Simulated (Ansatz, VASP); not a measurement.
# Two plane-wave programs on Ir

INCAR

```
ALGO     = Normal         # electronic algorithm
EDIFF    = 1E-6           # SCF threshold, eV
EDIFFG   = -0.01          # ionic threshold
ENCUT    = 600            # plane-wave cutoff, eV
GGA      = PS             # functional
IBRION   = 2              # ionic algorithm
ISIF     = 3              # what is computed and relaxed
ISMEAR   = -1             # smearing method
LASPH    = True           # aspherical terms in the spheres
LCHARG   = False          # write CHGCAR
LREAL    = False          # projectors in reciprocal space
LWAVE    = False          # write WAVECAR
NELM     = 80             # most SCF steps
NSW      = 80             # ionic steps
PREC     = Accurate       # precision mode
SIGMA    = 0.1            # smearing width, eV
```

File KPOINTS:

```
k-points
0
Gamma
  5 5 5
```

The input POSCAR:

```
Ir
1.0
    4.8373408790      0.0000000000      0.0000000000
    0.0000000000      4.8373408790      0.0000000000
    0.0000000000      0.0000000000      4.8373408790
Ir
8
Direct
    0.0000000000      0.0000000000      0.0000000000
    0.5000000000      0.5000000000      0.5000000000
    0.2500000000      0.0000000000      0.5000000000
    0.7500000000      0.0000000000      0.5000000000
    0.5000000000      0.2500000000      0.0000000000
    0.5000000000      0.7500000000      0.0000000000
    0.0000000000      0.5000000000      0.2500000000
    0.0000000000      0.5000000000      0.7500000000
```

Input for Ansatz:

```yaml
crystal:
  lattice:
    - [4.837340879, 0.0, 0.0]
    - [0.0, 4.837340879, 0.0]
    - [0.0, 0.0, 4.837340879]
  atoms:
    - { symbol: Ir, position: [0.0, 0.0, 0.0] }
    - { symbol: Ir, position: [0.5, 0.5, 0.5] }
    - { symbol: Ir, position: [0.25, 0.0, 0.5] }
    - { symbol: Ir, position: [0.75, 0.0, 0.5] }
    - { symbol: Ir, position: [0.5, 0.25, 0.0] }
    - { symbol: Ir, position: [0.5, 0.75, 0.0] }
    - { symbol: Ir, position: [0.0, 0.5, 0.25] }
    - { symbol: Ir, position: [0.0, 0.5, 0.75] }
hamiltonian:
  xc: pbesol
  pseudopotentials:
    kind: paw
    azcp:
      Ir: "pseudopotentials/Ir.paw.azcp"
basis:
  ecutwfc: 420
  fft_grid_basis: typed
kpoints:
  mp_grid: { grid: [5, 5, 5], shift: [0, 0, 0] }
magnetization:
  spin_polarized: false
scf:
  occupations: { method: fermi_dirac, width: 0.1 }
relax:
  max_steps: 60
  f_tol: 0.01
  cell: {}
```

Alike in both runs: task relaxation of cell and atoms; functional PBEsol; k mesh 5 × 5 × 5; occupations fermi-dirac, width 0.1 eV; no spin polarisation.

|  | VASP | Ansatz |
| --- | --- | --- |
| version | VASP 6.6.1 | Ansatz 0.2.0 |
| potentials or method | VASP PAW PBE potentials, release 64 (Ir), cutoff 600 eV | plane waves (420 eV) with PAW, scalar-relativistic |
| valence electrons in the cell | 72 | 136 |

Ansatz gave:

| Item | Value |
| --- | --- |
| relaxed volume (Å³/atom) | 14.63 |
| relaxed cell length with the largest relative difference (Å) | 4.892 |

Which values does VASP return?

Relaxed volume (Å³/atom): 14.67; relaxed cell length with the largest relative difference (Å): 4.896.

VASP's potentials were made for PBE, not for PBEsol, and Ansatz warns of the same on its side. VASP's potentials hold 72 valence electrons a cell and Ansatz's 136, so a difference there can come from the potentials and not from the codes.

Neither program's run includes spin-orbit coupling.
